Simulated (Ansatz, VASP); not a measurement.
Two plane-wave programs on Zn

Contents of INCAR:

```
PREC = Accurate
ENCUT = 520
EDIFF = 1E-7
ISMEAR = 1
SIGMA = 1.0
LREAL = False
LASPH = True
NELM = 60
ALGO = Normal
ISIF = 2
LWAVE = False
LCHARG = False
GGA = PE
NBANDS = 19
```

Contents of KPOINTS:

```
regular mesh
0
Gamma
  14 14 7
```

Contents of POSCAR:

```
Zn
1.0
    2.6556370042      0.0000000000      0.0000000000
   -1.3278185021      2.2998491089      0.0000000000
    0.0000000000      0.0000000000      4.9624616040
Zn
2
Direct
    0.3333333333      0.6666666667      0.2500000000
    0.6666666667      0.3333333333      0.7500000000
```

Input for Ansatz:

```yaml
crystal:
  lattice:
    - [2.6556370042, 0.0, 0.0]
    - [-1.3278185021, 2.2998491089, 0.0]
    - [0.0, 0.0, 4.962461604]
  atoms:
    - { symbol: Zn, position: [0.3333333333, 0.6666666667, 0.25] }
    - { symbol: Zn, position: [0.6666666667, 0.3333333333, 0.75] }
hamiltonian:
  xc: pbe
  pseudopotentials:
    kind: paw
    azcp:
      Zn: "pseudopotentials/Zn.paw.azcp"
basis:
  ecutwfc: 420
  fft_grid_basis: typed
kpoints:
  mp_grid: { grid: [14, 14, 7], shift: [0, 0, 0] }
magnetization:
  spin_polarized: false
scf:
  occupations: { method: methfessel_paxton, width: 1.0 }
  lower_state_search: "off"
output:
  stress: true
  write_density: true
  write_potential: true
  elf: true
  volumetric_format: npy
```

Alike in both runs: task single point; functional PBE; k mesh 14 × 14 × 7; occupations methfessel-paxton of order 1, width 1 eV; no spin polarisation.

|  | VASP | Ansatz |
| --- | --- | --- |
| version | VASP 6.6.1 | Ansatz 0.2.0 |
| potentials or method | VASP PAW PBE potentials, release 64 (Zn), cutoff 520 eV | plane waves (420 eV) with PAW, scalar-relativistic |
| valence electrons in the cell | 24 | 24 |

```tsv
	VASP	Ansatz	Ansatz less VASP
pressure (GPa)	0.5	0.1	-0.34
traceless stress, the component that is largest in VASP (GPa)	-0.05	0.11	+0.157
```

The functional is the same, so the differences come from potentials, cutoffs and numerics.
